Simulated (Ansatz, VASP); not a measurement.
**Cd: VASP beside Ansatz**

```
Cd
1.0
    -1.69456    1.69456    1.69456
     1.69456   -1.69456    1.69456
     1.69456    1.69456   -1.69456
Cd
1
Cartesian
  0.0000 0.0000 0.0000
```

Alike in both runs: task single point; functional r2SCAN; k mesh 14 × 14 × 14; occupations fermi-dirac, width 0.1 eV; no spin polarisation.

```csv
,VASP,Ansatz
version,VASP 6.6.1,Ansatz 0.2.0
potentials or method,"VASP PAW PBE potentials, release 64 (Cd), cutoff 520 eV","plane waves (500 eV) with PAW, scalar-relativistic"
valence electrons in the cell,12,20
```

```tsv
	VASP	Ansatz	Ansatz less VASP
pressure (GPa)	9.3	8.7	-0.58
```

VASP's potentials were made for PBE, not for r2SCAN. VASP's potentials hold 12 valence electrons a cell and Ansatz's 20, so a difference there can come from the potentials and not from the codes.
